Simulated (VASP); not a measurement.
# HfB2 (P6/mmm) in VASP: notebook, part 2 of 2

VASP 6.6.1. Earlier steps stand in the parts before.

**3. Electric field gradients, PBE (volume scaled by 0.96)**

Contents of INCAR:

```
SYSTEM = HfB2
PREC     = Accurate       ! precision mode
ENCUT    = 520            ! plane-wave cutoff, eV
EDIFF    = 1E-8           ! SCF threshold, eV
ISMEAR   = -1             ! smearing method
SIGMA    = 0.05           ! smearing width, eV
LREAL    = .FALSE.        ! projectors in reciprocal space
LASPH    = .TRUE.         ! aspherical terms in the spheres
NELM     = 60             ! most SCF steps
ALGO     = Normal         ! electronic algorithm
ISIF     = 2              ! what is computed and relaxed
LWAVE    = .FALSE.        ! write WAVECAR
LCHARG   = .FALSE.        ! write CHGCAR
GGA      = PE             ! functional
LEFG     = .TRUE.       
NBANDS   = 15             ! bands
```

Contents of KPOINTS:

```
Automatic mesh
0
G
  13 13 11
  0 0 0
```

Contents of POSCAR:

```
HfB2
1.0
    3.0975624645      0.0000000000      0.0000000000
   -1.5487812323      2.6825677840      0.0000000000
    0.0000000000      0.0000000000      3.4329672075
Hf B
1 2
Direct
    0.0000000000      0.0000000000      0.0000000000
    0.3333333333      0.6666666667      0.5000000000
    0.6666666667      0.3333333333      0.5000000000
```

Potentials or basis: VASP PAW PBE potentials, release 64 (Hf_pv, B).

On the command line:

```console
cat potpaw_PBE.64/Hf_pv/POTCAR potpaw_PBE.64/B/POTCAR > POTCAR
mpirun -np 1 vasp_std > vasp.out
```

OUTCAR:

```text
SYSTEM = HfB2
   PREC = Accurate
   ENCUT = 520
   EDIFF = 1E-8
   ISMEAR = -1
   LREAL = .FALSE.
   LASPH = .TRUE.
   NELM = 60
   ISIF = 2
   GGA = PE

 ion  position               nearest neighbor table
   1  0.000  0.000  0.000-   2 2.48   3 2.48   2 2.48   3 2.48   2 2.48   2 2.48   3 2.48   3 2.48
                             3 2.48   3 2.48   2 2.48   2 2.48
   2  0.333  0.667  0.500-   3 1.79   3 1.79   3 1.79   1 2.48   1 2.48   1 2.48   1 2.48   1 2.48
                             1 2.48
   3  0.667  0.333  0.500-   2 1.79   2 1.79   2 1.79   1 2.48   1 2.48   1 2.48   1 2.48   1 2.48
                             1 2.48

  LATTYP: Found a hexagonal cell.
 ALAT       =     3.0975624645
 C/A-ratio  =     1.1082802193

  Lattice vectors:

 A1 = (   3.0975624645,   0.0000000000,   0.0000000000)
 A2 = (  -1.5487812323,   2.6825677840,   0.0000000000)
 A3 = (   0.0000000000,   0.0000000000,   3.4329672075)

Analysis of symmetry for initial positions (statically):
=====================================================================
 Subroutine PRICEL returns:
 Original cell was already a primitive cell.

 Routine SETGRP: Setting up the symmetry group for a
 hexagonal supercell.

 Subroutine GETGRP returns: Found 24 space group operations
 (whereof 24 operations were pure point group operations)
 out of a pool of 24 trial point group operations.

The static configuration has the point symmetry D_6h.

Analysis of symmetry for dynamics (positions and initial velocities):
=====================================================================
 Subroutine PRICEL returns:
 Original cell was already a primitive cell.

 Routine SETGRP: Setting up the symmetry group for a
[... 584 lines left out ...]
      6       4.0912      2.00000
      7       4.9994      2.00000
      8       6.0274      2.00000
      9      10.3502      0.00000
     10      10.8279      0.00000
     11      12.8225      0.00000
     12      13.0033      0.00000
     13      13.8102      0.00000
     14      15.2805      0.00000
     15      15.6470      0.00000

 [... further k-points ...]
[... 5 lines left out ...]
  --------------------------------------------------------------------------------------
  -------------------------------------------------------------------------------------
  Total        2.2495756      2.2495756      2.0970351     -0.0000000      0.0000000     -0.0000000
  in kB      126.3486884    126.3486884    117.7811668     -0.0000000      0.0000000     -0.0000000
  external PRESSURE =     123.4928479 kB  Pullay stress =       0.0000000 kB

 VOLUME and BASIS-vectors are now :
 -----------------------------------------------------------------------------
  energy-cutoff  :      520.00
  volume of cell :       28.53
      direct lattice vectors                 reciprocal lattice vectors
     3.097562465  0.000000000  0.000000000     0.322834490  0.186388580  0.000000000
    -1.548781232  2.682567784  0.000000000     0.000000000  0.372777160  0.000000000
     0.000000000  0.000000000  3.432967207     0.000000000  0.000000000  0.291293199

 POSITION                                       TOTAL-FORCE (eV/Angst)
 -----------------------------------------------------------------------------------
      0.00000      0.00000      0.00000        -0.000000      0.000000      0.000000
     -0.00000      1.78838      1.71648        -0.000000      0.000000     -0.000000
      1.54878      0.89419      1.71648         0.000000     -0.000000      0.000000
 -----------------------------------------------------------------------------------
    total drift:                               -0.000000      0.000000      0.000000

  FREE ENERGIE OF THE ION-ELECTRON SYSTEM (eV)
  ---------------------------------------------------
  free  energy   TOTEN  =       -26.3536084308 eV

  energy  without entropy=      -26.3520126173  energy(sigma->0) =      -26.35281052

 Electric field gradients (V/A^2)
---------------------------------------------------------------------
 ion       V_xx      V_yy      V_zz      V_xy      V_xz      V_yz
---------------------------------------------------------------------
   1     -39.070   -39.071    78.141    -0.000     0.000     0.000
   2      -0.763    -0.763     1.527    -0.000     0.000    -0.000
   3      -0.763    -0.763     1.527    -0.000     0.000     0.000
---------------------------------------------------------------------

 Electric field gradients after diagonalization (V/A^2)
 (convention: |V_zz| > |V_xx| > |V_yy|)
----------------------------------------------------------------------
 ion       V_xx      V_yy      V_zz     asymmetry (V_yy - V_xx)/ V_zz
----------------------------------------------------------------------
   1     -39.071   -39.070    78.141       0.000
   2      -0.763    -0.763     1.527       0.000
   3      -0.763    -0.763     1.527       0.000
----------------------------------------------------------------------

           NMR quadrupolar parameters

 Cq : quadrupolar parameter    Cq=e*Q*V_zz/h
 eta: asymmetry parameters     (V_yy - V_xx)/ V_zz
 Q  : nuclear electric quadrupole moment in mb (millibarn)
----------------------------------------------------------------------
 ion       Cq(MHz)       eta       Q (mb)
----------------------------------------------------------------------
   1       0.189       0.000       1.000
   2       0.004       0.000       1.000
   3       0.004       0.000       1.000
----------------------------------------------------------------------
```

OSZICAR:

```text
N       E                     dE             d eps       ncg     rms          rms(c)
DAV:   1     0.290632804299E+02    0.29063E+02   -0.80492E+03  3780   0.102E+03
DAV:   2    -0.272909897462E+02   -0.56354E+02   -0.52701E+02  5007   0.221E+02
DAV:   3    -0.287831145720E+02   -0.14921E+01   -0.14865E+01  4963   0.266E+01
DAV:   4    -0.287886698265E+02   -0.55553E-02   -0.55544E-02  4459   0.201E+00
DAV:   5    -0.287887002347E+02   -0.30408E-04   -0.30409E-04  5019   0.132E-01    0.562E+01
DAV:   6    -0.264790851258E+02    0.23096E+01   -0.27678E+00  4571   0.123E+01    0.409E+01
DAV:   7    -0.264309751761E+02    0.48110E-01   -0.10200E+00  4830   0.748E+00    0.116E+01
DAV:   8    -0.263580998161E+02    0.72875E-01   -0.26554E-01  4389   0.400E+00    0.168E+00
DAV:   9    -0.263537866379E+02    0.43132E-02   -0.20537E-02  4445   0.118E+00    0.375E-01
DAV:  10    -0.263536027642E+02    0.18387E-03   -0.78744E-04  4753   0.240E-01    0.252E-01
DAV:  11    -0.263536104677E+02   -0.77035E-05   -0.48576E-05  4627   0.528E-02    0.849E-02
DAV:  12    -0.263536082757E+02    0.21920E-05   -0.28000E-06  4613   0.122E-02    0.149E-02
DAV:  13    -0.263536083919E+02   -0.11615E-06   -0.18081E-07  4900   0.348E-03    0.189E-03
DAV:  14    -0.263536084121E+02   -0.20224E-07   -0.24808E-08  4522   0.131E-03    0.135E-03
DAV:  15    -0.263536084337E+02   -0.21631E-07   -0.26968E-09  2240   0.431E-04    0.834E-04
DAV:  16    -0.263536084308E+02    0.29543E-08   -0.22374E-10  2086   0.129E-04
   1 F= -.26353608E+02 E0= -.26352811E+02  d E =-.159581E-02
```

stdout:

```text
POSCAR found type information on POSCAR HfB
 POSCAR found :  2 types and       3 ions
 scaLAPACK will be used
 LDA part: xc-table for (Slater+PW92), standard interpolation
 POSCAR, INCAR and KPOINTS ok, starting setup
 FFT: planning ... GRIDC
 FFT: planning ... GRID_SOFT
 FFT: planning ... GRID
 WAVECAR not read
 entering main loop
ion   1

ion   2

ion   3
```

It took 66 s on 1 thread of AMD EPYC 9R45 (Zen 5), shared host; peak memory 0.15 GiB.

Results:

```yaml
Free_energy: -26.3536 eV
Pressure: 12.3 GPa
Band_gap_on_the_k_mesh: zero (band 8 reaches 8.66 eV, above the bottom of band 9 at 7.59 eV)
```

Levels at points of the mesh, in eV from the Fermi level:
| k point | band 5 | band 6 | band 7 | band 8 | band 9 | band 10 | band 11 | band 12 |
| --- | --- | --- | --- | --- | --- | --- | --- | --- |
| (0.00, 0.00, 0.00) | -3.19 | -3.07 | -3.07 | -2.85 | 4.15 | 4.15 | 4.80 | 4.80 |

Electric field gradients, principal values (V/Å²):
| atom | least | middle | greatest (by size) |
| --- | --- | --- | --- |
| 1 Hf | -39.070 | -39.071 | 78.141 |
| 2 B | -0.763 | -0.763 | 1.527 |
| 3 B | -0.763 | -0.763 | 1.527 |

Caveat: without QUAD_EFG the Cq values of the log hold for a quadrupole moment of 1 mb, not for the nuclei; spin-orbit coupling is left out, which moves the levels of the heavy elements.
